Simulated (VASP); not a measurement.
BiH3Pb: single point with PBE

The system is BiH3Pb.

```
Bi H Pb
1.0
     4.42192    0.00000    0.00000
     0.00000    4.42192    0.00000
     0.00000    0.00000    4.42192
Bi H Pb
1 3 1
Direct
  0.50000 0.50000 0.50000
  0.50000 0.00000 0.50000
  0.50000 0.50000 0.00000
  0.00000 0.50000 0.50000
  0.00000 0.00000 0.00000
```

The cell was built from a structure type or drawn by symmetry, and may not be a known phase.

```
Program             : VASP 6.6.1
Task                : single point
Functional          : PBE
Potentials or basis : VASP PAW PBE potentials, release 64 (Bi_d, H, Pb_d)
Cutoff              : 520 eV
k mesh              : 4 × 4 × 4
Occupations         : gaussian, width 0.1 eV
Spin                : no spin polarisation
```

* Pressure: -1.6 GPa
* Band gap on the k mesh: zero (bands 16 and 17 overlap by 1.96 eV)

Levels at points of the mesh, in eV from the Fermi level:
| k point | band 14 | band 15 | band 16 | band 17 | band 18 | band 19 |
| --- | --- | --- | --- | --- | --- | --- |
| (0.00, 0.00, 0.00) | -2.37 | -1.43 | -1.43 | -1.43 | 1.39 | 3.56 |
| (0.50, 0.00, 0.00) | -2.23 | -1.80 | -0.14 | -0.14 | 1.33 | 1.33 |
| (0.50, 0.50, 0.00) | -5.92 | -1.21 | 0.29 | 1.07 | 1.07 | 2.05 |
| (0.50, 0.50, 0.50) | -5.27 | -5.27 | -1.16 | -1.16 | -1.16 | 6.84 |

Run time: 19 s on 1 thread of Intel(R) Xeon(R) Platinum 8259CL CPU @ 2.50GHz (Skylake/Cascade Lake), with other jobs on the host, peak memory 0.21 GiB.

Caveat: spin-orbit coupling is left out, which moves the levels of the heavy elements.
